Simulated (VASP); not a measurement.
The system is Al2BN3.

```xyz
6
Lattice="3.7285 0.0000 0.0000 0.0000 3.7285 0.0000 0.0000 0.0000 6.1510" Properties=species:S:1:pos:R:3 pbc="T T T"
Al    1.8643    1.8643    1.2383
Al    1.8643    1.8643    4.9127
B     0.0000    0.0000    0.0000
N     1.8643    1.8643    3.0755
N     1.8643    0.0000    3.0755
N     0.0000    1.8643    3.0755
```

The cell was generated, and may not be a known phase.

- Program: VASP 6.6.1
- Task: relaxation of cell and atoms
- Functional: PBE
- Potentials or basis: VASP PAW PBE potentials, release 64 (Al, B, N)
- Cutoff: 600 eV
- k mesh: 6 × 6 × 4
- Occupations: gaussian, width 0.1 eV
- Spin: no spin polarisation

At the start: pressure -12.6 GPa; volume 14.25 Å³/atom.

Problem. Where does the relaxation end?

Solution. Over 8 steps the energy falls by 182.7 meV/atom and the volume is 11.39 Å³/atom (-20.1 %); space group P4/mmm (No. 123, to 0.1 Å) before and after.

Step by step:
```tsv
step	energy change (eV)	largest force (eV/Å)	pressure (GPa)	volume (Å³)
1	0.0000	0.9016	-12.55	85.51
2	-0.6275	2.2112	0.54	72.42
3	-0.6313	1.9372	-0.86	73.27
4	-1.0060	0.4177	5.14	66.12
5	-1.0068	0.3447	5.72	65.73
6	-1.0880	0.3285	-1.22	68.81
7	-1.0888	0.2795	-0.59	68.50
8	-1.0960	0.0352	-0.27	68.34
```

Final structure:
```xyz
6
Lattice="3.3257 0.0000 0.0000 0.0000 3.3257 0.0000 0.0000 0.0000 6.1791" Properties=species:S:1:pos:R:3 pbc="T T T"
Al    1.6628    1.6628    1.2324
Al    1.6628    1.6628    4.9467
B     0.0000    3.3257    0.0000
N     1.6628    1.6628    3.0895
N     1.6628    3.3257    3.0895
N     0.0000    1.6628    3.0895
```

Caveat: the volume moved by over 15 % at a fixed basis, so the end points are rough.
